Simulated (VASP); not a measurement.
# SnIr3 (R-3m) in VASP: notebook

SnIr3 is run at these levels: PBE; tasks: single point, relaxation of cell and atoms.

Everything below comes from runs of VASP 6.6.1. Logs are shortened: lines on timing, memory, paths and dates and some standing lists are left out, and cuts for length are marked.

## Step 1: The cell of the first run

The structure is trigonal, space group R-3m (No. 166). The conventional cell has a = 5.574 Å, b = 5.574 Å, c = 9.232 Å, α = 90.00°, β = 90.00°, γ = 120.00°. Within 2.9 Å of Sn (site symmetry -3m) lie 6 Ir at 2.23 Å. Ir (site symmetry 2/m) has 2 Sn at 2.23 Å and 4 Ir at 2.79 Å within 2.9 Å.

## Step 2: Single point, PBE

Contents of INCAR:

```
SYSTEM = SnIr3
PREC = Accurate ; ENCUT = 520
EDIFF = 1E-6 ; ISMEAR = 0
SIGMA = 0.1 ; LREAL = .False.
LASPH = .True. ; NELM = 60
ALGO = Fast ; ISIF = 2
LWAVE = .False. ; LCHARG = .False.
GGA = PE ; NBANDS = 28
```

Contents of KPOINTS:

```
Automatic mesh
0
Gamma
  6 6 6
  0 0 0
```

Contents of POSCAR:

```
SnIr3
1.0
    2.7870274600      1.6090910600      3.0774438700
   -2.7870274600      1.6090910600      3.0774438700
    0.0000000000     -3.2181821100      3.0774438700
Sn Ir
1 3
Direct
    0.0000000000      0.0000000000      0.0000000000
    0.0000000000      0.0000000000      0.5000000000
    0.5000000000      0.0000000000      0.0000000000
    0.0000000000      0.5000000000      0.0000000000
```

Potentials or basis: VASP PAW PBE potentials, release 64 (Sn_d, Ir).

The run is started by

```sh
cat potpaw_PBE.64/Sn_d/POTCAR potpaw_PBE.64/Ir/POTCAR > POTCAR
mpirun -np 1 vasp_std > vasp.out
```

OUTCAR:

```text
SYSTEM = SnIr3
   PREC = Accurate
   ENCUT = 520
   EDIFF = 1E-6
   ISMEAR = 0
   LREAL = .False.
   LASPH = .True.
   NELM = 60
   ISIF = 2
   GGA = PE

 ion  position               nearest neighbor table
   1  0.000  0.000  0.000-   2 2.23   2 2.23   4 2.23   3 2.23   4 2.23   3 2.23
   2  0.000  0.000  0.500-   1 2.23   1 2.23   3 2.79   4 2.79   4 2.79   3 2.79
   3  0.500  0.000  0.000-   1 2.23   1 2.23   4 2.79   4 2.79   2 2.79   2 2.79
   4  0.000  0.500  0.000-   1 2.23   1 2.23   3 2.79   3 2.79   2 2.79   2 2.79

  LATTYP: Found a trigonal (rhomboedric) cell.
 ALAT       =     4.4527920304
 COS(alpha) =     0.2164843624

  Lattice vectors:

 A1 = (   2.7870274600,   1.6090910600,   3.0774438700)
 A2 = (  -2.7870274600,   1.6090910600,   3.0774438700)
 A3 = (   0.0000000000,  -3.2181821100,   3.0774438700)

Analysis of symmetry for initial positions (statically):
=====================================================================
 Subroutine PRICEL returns:
 Original cell was already a primitive cell.

 Routine SETGRP: Setting up the symmetry group for a
 trigonal (rhombohedral) supercell.

 Subroutine GETGRP returns: Found 12 space group operations
 (whereof 12 operations were pure point group operations)
 out of a pool of 12 trial point group operations.

The static configuration has the point symmetry D_3d.

Analysis of symmetry for dynamics (positions and initial velocities):
=====================================================================
 Subroutine PRICEL returns:
 Original cell was already a primitive cell.

 Routine SETGRP: Setting up the symmetry group for a
 trigonal (rhombohedral) supercell.

 Subroutine GETGRP returns: Found 12 space group operations
 (whereof 12 operations were pure point group operations)
 out of a pool of 12 trial point group operations.

The dynamic configuration has the point symmetry D_3d.

 Subroutine INISYM returns: Found 12 space group operations
 (whereof 12 operations are pure point group operations),
 and found     1 'primitive' translations

----------------------------------------------------------------------------------------

                                     Primitive cell

  volume of cell :      82.8063

  direct lattice vectors                    reciprocal lattice vectors
     2.787027460  1.609091060  3.077443870     0.179402610  0.103578145  0.108315000
    -2.787027460  1.609091060  3.077443870    -0.179402610  0.103578145  0.108315000
     0.000000000 -3.218182110  3.077443870     0.000000000 -0.207156290  0.108315000

  length of vectors
     4.452792031  4.452792031  4.452792030     0.233764556  0.233764556  0.233764556

  position of ions in fractional coordinates (direct lattice)
     0.000000000  0.000000000  0.000000000
     0.000000000  0.000000000  0.500000000
     0.500000000  1.000000000  0.000000000
     1.000000000  0.500000000  0.000000000

  ion indices of the primitive-cell ions
   primitive index   ion index
                 1           1
                 2           2
                 3           3
                 4           4

----------------------------------------------------------------------------------------

 KPOINTS: Automatic mesh

Automatic generation of k-mesh.
 Grid dimensions read from file:
 generate k-points for:    6    6    6

 Generating k-lattice:

  Cartesian coordinates                     Fractional coordinates (reciprocal lattice)
     0.029900435  0.017263024  0.018052500     0.166666667 -0.000000000  0.000000000
    -0.029900435  0.017263024  0.018052500    -0.000000000  0.166666667  0.000000000
     0.000000000 -0.034526048  0.018052500     0.000000000  0.000000000  0.166666667

  Length of vectors
     0.038960759  0.038960759  0.038960759

  Shift w.r.t. Gamma in fractional coordinates (k-lattice)
     0.000000000  0.000000000  0.000000000

 Subroutine IBZKPT returns following result:
 ===========================================

 Found     32 irreducible k-points:

 Following reciprocal coordinates:
            Coordinates               Weight
  0.000000  0.000000  0.000000      1.000000
  0.166667  0.000000  0.000000      6.000000
  0.333333  0.000000  0.000000      6.000000
  0.500000  0.000000  0.000000      3.000000
  0.166667  0.166667  0.000000      6.000000
  0.333333  0.166667  0.000000     12.000000
[... 16 lines left out ...]
  0.500000  0.500000  0.166667      6.000000
 -0.333333  0.500000  0.166667     12.000000
 [... further k-points ...]
   k-points           NKPTS =     32   k-points in BZ     NKDIM =     32   number of bands    NBANDS=     28
   number of dos      NEDOS =    301   number of ions     NIONS =      4
   total plane-waves  NPLWV =  46656
   dimension x,y,z NGX =    36 NGY =   36 NGZ =   36
   dimension x,y,z NGXF=    72 NGYF=   72 NGZF=   72
   ions per type =               1   3
   NGX,Y,Z   is equivalent  to a cutoff of  13.44, 13.44, 13.44 a.u.
   NGXF,Y,Z  is equivalent  to a cutoff of  26.88, 26.88, 26.88 a.u.
 SYSTEM =  SnIr3
   PREC   = accura    normal or accurate (medium, high low for compatibility)
   ISTART =      0    job   : 0-new  1-cont  2-samecut
   ICHARG =      2    charge: 1-file 2-atom 10-const
   ISPIN  =      1    spin polarized calculation?
   LNONCOLLINEAR =      F non collinear calculations
   LSORBIT =      F    spin-orbit coupling
   LASPH  =      T    aspherical Exc in radial PAW
   ENCUT  =  520.0 eV  38.22 Ry    6.18 a.u.   8.28  8.28  8.28*2*pi/ulx,y,z
   NELM   =     60;   NELMIN=  2; NELMDL= -5     # of ELM steps
   EDIFF  = 0.1E-05   stopping-criterion for ELM
   LREAL  =      F    real-space projection
   EDIFFG = 0.1E-04   stopping-criterion for IOM
   NSW    =      0    number of steps for IOM
   IBRION =     -1    ionic relax: 0-MD 1-quasi-New 2-CG
   NFREE  =      0    steps in history (QN), initial steepest desc. (CG)
   ISIF   =      2    stress and relaxation
   ISYM   =      2    0-nonsym 1-usesym 2-fastsym
   POTIM  = 0.5000    time-step for ionic-motion
   TEBEG  =    0.0;   TEEND  =   0.0 temperature during run
   PSTRESS=    0.0 pullay stress
   NELECT =      41.0000    total number of electrons
   NUPDOWN=      -1.0000    fix difference up-down
   EMIN   =  10.00;   EMAX   =-10.00  energy-range for DOS
   EFERMI =   0.00;   METHOD = LEGACY
   ISMEAR =     0;   SIGMA  =   0.10  broadening in eV -4-tet -1-fermi 0-gaus
   EFERMI_NEDOS =   21; number of points for ismear=-14 and -15
   IALGO  =     68    algorithm
   IMIX   =      4    mixing-type and parameters
     AMIX     =   0.40;   BMIX     =  1.00
     AMIX_MAG =   1.60;   BMIX_MAG =  1.00
  volume/ion in A,a.u.               =      20.70       139.70
  Fermi-wavevector in a.u.,A,eV,Ry     =   1.295135  2.447450 22.822067  1.677375
  Thomas-Fermi vector in A             =   2.426674
   LORBIT       =      0    0 simple, 1 ext, 2 COOP (PROOUT), +10 PAW based schemes
   GGA     = PE    functional components
   LHFCALC =     F    Hartree Fock is set to
   AEXX    =    0.0000 exact exchange contribution
   IVDW    =     0    specifies the selected vdW correction
   LEPSILON=     F    determine dielectric tensor
   LRPA    =     F    only Hartree local field effects (RPA)
 non-spin polarized calculation
 RMM-DIIS sequential band-by-band and
 Gauss-broadening in eV      SIGMA  =   0.10
  energy-cutoff  :      520.00
  volume of cell :       82.81
 maximum number of plane-waves:      2255
 NGX is ok and might be reduce to    36
   NGX = 17   NGY = 17   NGZ = 17

 number of electron      41.0000006 magnetization

 Free energy of the ion-electron system (eV)
  ---------------------------------------------------
  ext. energy  EPLUGINS =         0.00000000
  ---------------------------------------------------
  free energy    TOTEN  =       -16.45513481 eV

  energy without entropy =      -16.40022093  energy(sigma->0) =      -16.42767787

 E-fermi :   5.7043     XC(G=0): -11.0799

 val. band max:        5.6959754633   @ k =   0.5000   0.1667   0.0000
 cond. band min:       5.7069298196   @ k =   0.5000   0.3333   0.3333
 fundamental gap:      0.0109543563
 Fermi energy:         5.7042600084

 k-point     1 :       0.0000    0.0000    0.0000
  band No.  band energies     occupation
      1     -16.2492      2.00000
      2     -16.2492      2.00000
      3     -15.8858      2.00000
      4     -15.5958      2.00000
      5     -15.5958      2.00000
      6      -6.2496      2.00000
[... 20 lines left out ...]
     27      12.4254      0.00000
     28      13.3287      0.00000

 k-point     2 :       0.1667    0.0000    0.0000
  band No.  band energies     occupation
      1     -16.2467      2.00000
      2     -16.1716      2.00000
      3     -15.8644      2.00000
      4     -15.5914      2.00000
      5     -15.5837      2.00000
      6      -6.0135      2.00000
[... 20 lines left out ...]
     27      13.0544      0.00000
     28      13.7836      0.00000

 k-point     3 :       0.3333    0.0000    0.0000
  band No.  band energies     occupation
      1     -16.2421      2.00000
      2     -16.0351      2.00000
      3     -15.8024      2.00000
      4     -15.5811      2.00000
      5     -15.5591      2.00000
      6      -5.3889      2.00000
[... 20 lines left out ...]
     27      13.3344      0.00000
     28      14.1785      0.00000

 k-point     4 :       0.5000    0.0000    0.0000
  band No.  band energies     occupation
      1     -16.2399      2.00000
      2     -15.9833      2.00000
      3     -15.7549      2.00000
      4     -15.5749      2.00000
      5     -15.5466      2.00000
      6      -4.9312      2.00000
[... 578 lines left out ...]
     27      13.7969      0.00000
     28      14.8010      0.00000

 k-point    23 :       0.5000    0.5000    0.1667
  band No.  band energies     occupation
      1     -16.0101      2.00000
      2     -15.7370      2.00000
      3     -15.7041      2.00000
      4     -15.5249      2.00000
      5     -15.5115      2.00000
      6      -3.2137      2.00000
[... 20 lines left out ...]
     27      13.5467      0.00000
     28      13.7812      0.00000

 k-point    24 :      -0.3333    0.5000    0.1667
  band No.  band energies     occupation
      1     -16.0316      2.00000
      2     -15.8068      2.00000
      3     -15.7169      2.00000
      4     -15.5353      2.00000
      5     -15.5209      2.00000
      6      -3.6587      2.00000
[... 20 lines left out ...]
     27      14.0261      0.00000
     28      14.7219      0.00000

 [... further k-points ...]

------------------------ aborting loop because EDIFF is reached ----------------------------------------

  FORCE on cell =-STRESS in cart. coord.  units (eV):
  Direction    XX          YY          ZZ          XY          YZ          ZX
  --------------------------------------------------------------------------------------
  -------------------------------------------------------------------------------------
  Total       22.6427058     22.6427058     51.7001976      0.0000000      0.0000001      0.0000000
  in kB      438.1024134    438.1024147   1000.3213224      0.0000000      0.0000011      0.0000000
  external PRESSURE =     625.5087169 kB  Pullay stress =       0.0000000 kB

 VOLUME and BASIS-vectors are now :
 -----------------------------------------------------------------------------
  energy-cutoff  :      520.00
  volume of cell :       82.81
      direct lattice vectors                 reciprocal lattice vectors
     2.787027460  1.609091060  3.077443870     0.179402610  0.103578145  0.108315000
    -2.787027460  1.609091060  3.077443870    -0.179402610  0.103578145  0.108315000
     0.000000000 -3.218182110  3.077443870     0.000000000 -0.207156290  0.108315000

 POSITION                                       TOTAL-FORCE (eV/Angst)
 -----------------------------------------------------------------------------------
      0.00000      0.00000      0.00000         0.000000      0.000000      0.000000
      0.00000     -1.60909      1.53872        -0.000000      0.000000     -0.000000
      1.39351      0.80455      1.53872         0.000000     -0.000000     -0.000000
     -1.39351      0.80455      1.53872        -0.000000      0.000000      0.000000
 -----------------------------------------------------------------------------------
    total drift:                                0.000000      0.000000     -0.000000

  FREE ENERGIE OF THE ION-ELECTRON SYSTEM (eV)
  ---------------------------------------------------
  free  energy   TOTEN  =       -16.4551348118 eV

  energy  without entropy=      -16.4002209274  energy(sigma->0) =      -16.42767787
```

Run time: 43 s. Hardware: 1 thread of Intel Xeon 6975P-C (Granite Rapids), shared host; peak memory 0.24 GiB.

What came out:

| Property | Result |
| --- | --- |
| Free energy | -16.4551 eV |
| Pressure | 62.6 GPa |

Caveat: spin-orbit coupling is left out, which moves the levels of the heavy elements.

(Continued in part 2 of 2.)
